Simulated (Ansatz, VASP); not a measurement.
# AlCu in VASP and in Ansatz

```
Al Cu
1.0
     2.99751    0.00000    0.00000
     0.00000    2.99751    0.00000
     0.00000    0.00000    2.99751
Al Cu
1 1
Direct
  0.00000 0.00000 0.00000
  0.50000 0.50000 0.64595
```

Change from the starting cell: all Cu atoms moved +0.438 Å, as atom 2 along Cartesian [0 0 1].

Alike in both runs: task single point; functional r2SCAN; k mesh 16 × 16 × 16; occupations gaussian, width 0.15 eV; no spin polarisation.

|  | VASP | Ansatz |
| --- | --- | --- |
| version | VASP 6.6.1 | Ansatz 0.2.0 |
| potentials or method | VASP PAW PBE potentials, release 64 (Al, Cu), cutoff 520 eV | scalar-relativistic, plane waves, PAW |
| valence electrons in the cell | 14 | 22 |

```csv
,VASP,Ansatz,Ansatz less VASP
gap on the k mesh at the Fermi level (eV),none,none,-
pressure (GPa),3.5,3.6,+0.09
"traceless stress, the component that is largest in VASP (GPa)",-4.48,-4.47,+0.012
rms of the force components (eV/Å),0.987,0.988,+0.0011
```

VASP's potentials were made for PBE, not for r2SCAN. Atom by atom the forces differ by 0.001 eV/Å (rms over components). A gap of «none» marks a metal or a gap that the smearing closes. The functional is the same, so the differences come from potentials, cutoffs and numerics. VASP's potentials hold 14 valence electrons a cell and Ansatz's 22, so a difference there can come from the potentials and not from the codes.
